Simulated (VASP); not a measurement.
# Pt (Fm-3m) in VASP: further runs, part 2 of 2

VASP 6.6.1.

### Step 3. Single point, PBEsol

This run uses another cell than the first one, of 14.17 Å³/atom, 0.973 times its volume.

The input, INCAR:

```
PREC     = Accurate       # precision mode
ENCUT    = 520            # plane-wave cutoff, eV
EDIFF    = 1E-6           # SCF threshold, eV
ISMEAR   = -1             # smearing method
SIGMA    = 0.05           # smearing width, eV
LREAL    = F              # projectors in reciprocal space
LASPH    = T              # aspherical terms in the spheres
NELM     = 100            # most SCF steps
ALGO     = Normal         # electronic algorithm
ISIF     = 2              # what is computed and relaxed
LWAVE    = F              # write WAVECAR
LCHARG   = T              # write CHGCAR
GGA      = PS             # functional
LELF     = T              # ELF
LVHAR    = T            
NBANDS   = 11             # bands
```

The input, KPOINTS:

```
Automatic mesh
0
Gamma
  12 12 12
```

The input, POSCAR:

```
Pt
1.0
    0.0000000000      1.9208107736      1.9208107736
    1.9208107736      0.0000000000      1.9208107736
    1.9208107736      1.9208107736      0.0000000000
Pt
1
Direct
    0.0000000000      0.0000000000      0.0000000000
```

Potentials or basis: VASP PAW PBE potentials, release 64 (Pt).

The run is started by

```bash
$ cat potpaw_PBE.64/Pt/POTCAR > POTCAR
$ mpirun -np 1 vasp_std > vasp.out
```

OUTCAR:

```text
PREC = Accurate
   ENCUT = 520
   EDIFF = 1E-6
   ISMEAR = -1
   LREAL = F
   LASPH = T
   NELM = 100
   ISIF = 2
   GGA = PS

 ion  position               nearest neighbor table
   1  0.000  0.000  0.000-

  LATTYP: Found a face centered cubic cell.
 ALAT       =     3.8416215472

  Lattice vectors:

 A1 = (   0.0000000000,   1.9208107736,   1.9208107736)
 A2 = (   1.9208107736,   0.0000000000,   1.9208107736)
 A3 = (   1.9208107736,   1.9208107736,   0.0000000000)

Analysis of symmetry for initial positions (statically):
=====================================================================
 Subroutine PRICEL returns:
 Original cell was already a primitive cell.

 Routine SETGRP: Setting up the symmetry group for a
 face centered cubic supercell.

 Subroutine GETGRP returns: Found 48 space group operations
 (whereof 48 operations were pure point group operations)
 out of a pool of 48 trial point group operations.

The static configuration has the point symmetry O_h .

Analysis of symmetry for dynamics (positions and initial velocities):
=====================================================================
 Subroutine PRICEL returns:
 Original cell was already a primitive cell.

 Routine SETGRP: Setting up the symmetry group for a
 face centered cubic supercell.

 Subroutine GETGRP returns: Found 48 space group operations
 (whereof 48 operations were pure point group operations)
 out of a pool of 48 trial point group operations.

The dynamic configuration has the point symmetry O_h .

 Subroutine INISYM returns: Found 48 space group operations
 (whereof 48 operations are pure point group operations),
 and found     1 'primitive' translations

----------------------------------------------------------------------------------------

                                     Primitive cell

  volume of cell :      14.1737

  direct lattice vectors                    reciprocal lattice vectors
     0.000000000  1.920810774  1.920810774    -0.260306745  0.260306745  0.260306745
     1.920810774  0.000000000  1.920810774     0.260306745 -0.260306745  0.260306745
     1.920810774  1.920810774  0.000000000     0.260306745  0.260306745 -0.260306745

  length of vectors
     2.716436647  2.716436647  2.716436647     0.450864508  0.450864508  0.450864508

  position of ions in fractional coordinates (direct lattice)
     0.000000000  0.000000000  0.000000000

  ion indices of the primitive-cell ions
   primitive index   ion index
                 1           1

----------------------------------------------------------------------------------------

 KPOINTS: Automatic mesh

Automatic generation of k-mesh.
 Grid dimensions read from file:
 generate k-points for:   12   12   12

 Generating k-lattice:

  Cartesian coordinates                     Fractional coordinates (reciprocal lattice)
    -0.021692229  0.021692229  0.021692229     0.083333333  0.000000000  0.000000000
     0.021692229 -0.021692229  0.021692229     0.000000000  0.083333333  0.000000000
     0.021692229  0.021692229 -0.021692229     0.000000000  0.000000000  0.083333333

  Length of vectors
     0.037572042  0.037572042  0.037572042

  Shift w.r.t. Gamma in fractional coordinates (k-lattice)
     0.000000000  0.000000000  0.000000000

 Subroutine IBZKPT returns following result:
 ===========================================

 Found     72 irreducible k-points:

 Following reciprocal coordinates:
            Coordinates               Weight
  0.000000  0.000000  0.000000      1.000000
  0.083333  0.000000  0.000000      8.000000
  0.166667  0.000000  0.000000      8.000000
  0.250000  0.000000  0.000000      8.000000
  0.333333  0.000000  0.000000      8.000000
  0.416667  0.000000  0.000000      8.000000
[... 16 lines left out ...]
  0.500000  0.166667  0.000000     24.000000
 -0.416667  0.166667  0.000000     24.000000
 [... further k-points ...]
   k-points           NKPTS =     72   k-points in BZ     NKDIM =     72   number of bands    NBANDS=     11
   number of dos      NEDOS =    301   number of ions     NIONS =      1
   total plane-waves  NPLWV =   8000
   dimension x,y,z NGX =    20 NGY =   20 NGZ =   20
   dimension x,y,z NGXF=    40 NGYF=   40 NGZF=   40
   ions per type =               1
   NGX,Y,Z   is equivalent  to a cutoff of  12.24, 12.24, 12.24 a.u.
   NGXF,Y,Z  is equivalent  to a cutoff of  24.48, 24.48, 24.48 a.u.
 SYSTEM =  unknown system
   PREC   = accura    normal or accurate (medium, high low for compatibility)
   ISTART =      0    job   : 0-new  1-cont  2-samecut
   ICHARG =      2    charge: 1-file 2-atom 10-const
   ISPIN  =      1    spin polarized calculation?
   LNONCOLLINEAR =      F non collinear calculations
   LSORBIT =      F    spin-orbit coupling
   LASPH  =      T    aspherical Exc in radial PAW
   ENCUT  =  520.0 eV  38.22 Ry    6.18 a.u.   5.05  5.05  5.05*2*pi/ulx,y,z
   NELM   =    100;   NELMIN=  2; NELMDL= -5     # of ELM steps
   EDIFF  = 0.1E-05   stopping-criterion for ELM
   LREAL  =      F    real-space projection
   EDIFFG = 0.1E-04   stopping-criterion for IOM
   NSW    =      0    number of steps for IOM
   IBRION =     -1    ionic relax: 0-MD 1-quasi-New 2-CG
   NFREE  =      0    steps in history (QN), initial steepest desc. (CG)
   ISIF   =      2    stress and relaxation
   ISYM   =      2    0-nonsym 1-usesym 2-fastsym
   POTIM  = 0.5000    time-step for ionic-motion
   TEBEG  =    0.0;   TEEND  =   0.0 temperature during run
   PSTRESS=    0.0 pullay stress
   NELECT =      10.0000    total number of electrons
   NUPDOWN=      -1.0000    fix difference up-down
   EMIN   =  10.00;   EMAX   =-10.00  energy-range for DOS
   EFERMI =   0.00;   METHOD = LEGACY
   ISMEAR =    -1;   SIGMA  =   0.05  broadening in eV -4-tet -1-fermi 0-gaus
   EFERMI_NEDOS =   21; number of points for ismear=-14 and -15
   IALGO  =     38    algorithm
   IMIX   =      4    mixing-type and parameters
     AMIX     =   0.40;   BMIX     =  1.00
     AMIX_MAG =   1.60;   BMIX_MAG =  1.00
  volume/ion in A,a.u.               =      14.17        95.65
  Fermi-wavevector in a.u.,A,eV,Ry     =   1.457405  2.754096 28.899173  2.124029
  Thomas-Fermi vector in A             =   2.574210
   LORBIT       =      0    0 simple, 1 ext, 2 COOP (PROOUT), +10 PAW based schemes
   GGA     = PS    functional components
   LHFCALC =     F    Hartree Fock is set to
   AEXX    =    0.0000 exact exchange contribution
   IVDW    =     0    specifies the selected vdW correction
   LEPSILON=     F    determine dielectric tensor
   LRPA    =     F    only Hartree local field effects (RPA)
 non-spin polarized calculation
  energy-cutoff  :      520.00
  volume of cell :       14.17
 maximum number of plane-waves:       392
   NGX = 11   NGY = 11   NGZ = 11

 number of electron      10.0000000 magnetization

 number of electron       9.9999999 magnetization

 Free energy of the ion-electron system (eV)
  ---------------------------------------------------
  ext. energy  EPLUGINS =         0.00000000
  ---------------------------------------------------
  free energy    TOTEN  =        -6.92322651 eV

  energy without entropy =       -6.90840759  energy(sigma->0) =       -6.91581705

 E-fermi :  12.3611     XC(G=0): -13.9965

 val. band max:       12.3600160034   @ k =  -0.4167   0.3333   0.0833
 cond. band min:      12.3660926442   @ k =   0.5000   0.4167   0.0833
 fundamental gap:      0.0060766408
 Fermi energy:        12.3610657774

 k-point     1 :       0.0000    0.0000    0.0000
  band No.  band energies     occupation
      1       1.3161      2.00000
      2       8.1327      2.00000
      3       8.1327      2.00000
      4       8.1327      2.00000
      5      10.5452      2.00000
      6      10.5452      2.00000
      7      26.7579      0.00000
      8      32.0722      0.00000
      9      32.0722      0.00000
     10      32.0722      0.00000
     11      37.5993      0.00000

 k-point     2 :       0.0833    0.0000    0.0000
  band No.  band energies     occupation
      1       1.6116      2.00000
      2       7.9959      2.00000
      3       8.2512      2.00000
      4       8.2512      2.00000
      5      10.4776      2.00000
      6      10.4776      2.00000
      7      27.2346      0.00000
      8      30.7265      0.00000
      9      32.5464      0.00000
     10      32.5464      0.00000
     11      39.0989      0.00000
[... 295 lines left out ...]
 k-point    24 :      -0.4167    0.1667    0.0000
  band No.  band energies     occupation
      1       5.1678      2.00000
      2       7.4052      2.00000
      3       8.8114      2.00000
      4       9.0922      2.00000
      5      12.0187      1.99788
      6      15.4699      0.00000
      7      18.7556      0.00000
      8      27.3917      0.00000
      9      29.5445      0.00000
     10      31.4103      0.00000
     11      39.8729      0.00000

 [... further k-points ...]
[... 5 lines left out ...]
  --------------------------------------------------------------------------------------
  -------------------------------------------------------------------------------------
  Total        1.7398459      1.7398459      1.7398459      0.0000000      0.0000000      0.0000000
  in kB      196.6697731    196.6697731    196.6697731      0.0000000      0.0000000      0.0000000
  external PRESSURE =     196.6697731 kB  Pullay stress =       0.0000000 kB

 VOLUME and BASIS-vectors are now :
 -----------------------------------------------------------------------------
  energy-cutoff  :      520.00
  volume of cell :       14.17
      direct lattice vectors                 reciprocal lattice vectors
     0.000000000  1.920810774  1.920810774    -0.260306745  0.260306745  0.260306745
     1.920810774  0.000000000  1.920810774     0.260306745 -0.260306745  0.260306745
     1.920810774  1.920810774  0.000000000     0.260306745  0.260306745 -0.260306745

 POSITION                                       TOTAL-FORCE (eV/Angst)
 -----------------------------------------------------------------------------------
      0.00000      0.00000      0.00000        -0.000000     -0.000000     -0.000000
 -----------------------------------------------------------------------------------
    total drift:                                0.000000      0.000000     -0.000000

  FREE ENERGIE OF THE ION-ELECTRON SYSTEM (eV)
  ---------------------------------------------------
  free  energy   TOTEN  =        -6.9232265120 eV

  energy  without entropy=       -6.9084075929  energy(sigma->0) =       -6.91581705
```

Wall time 5.7 s (1 thread of Intel Xeon Platinum 8488C (Sapphire Rapids), shared host); peak memory 0.13 GiB.

What came out:

| Quantity | Value |
| --- | --- |
| Free energy | -6.9232 eV |
| Pressure | 19.7 GPa |
| Band gap on the k mesh | zero (band 5 reaches 12.91 eV, above the bottom of band 6 at 10.42 eV) |

Levels at points of the mesh, in eV from the Fermi level:
| k point | band 3 | band 4 | band 5 | band 6 | band 7 | band 8 |
| --- | --- | --- | --- | --- | --- | --- |
| (0.00, 0.00, 0.00) | -4.23 | -4.23 | -1.82 | -1.82 | 14.40 | 19.71 |
| (0.50, 0.00, 0.00) | -4.30 | -0.83 | 0.04 | 0.04 | 6.28 | 13.97 |
| (0.50, 0.50, 0.00) | 0.01 | 0.55 | 0.55 | 1.56 | 9.51 | 11.50 |

Caveat: the PAW data sets were made with another functional, which shifts forces and pressure a little; spin-orbit coupling is left out, which moves the levels of the heavy elements.
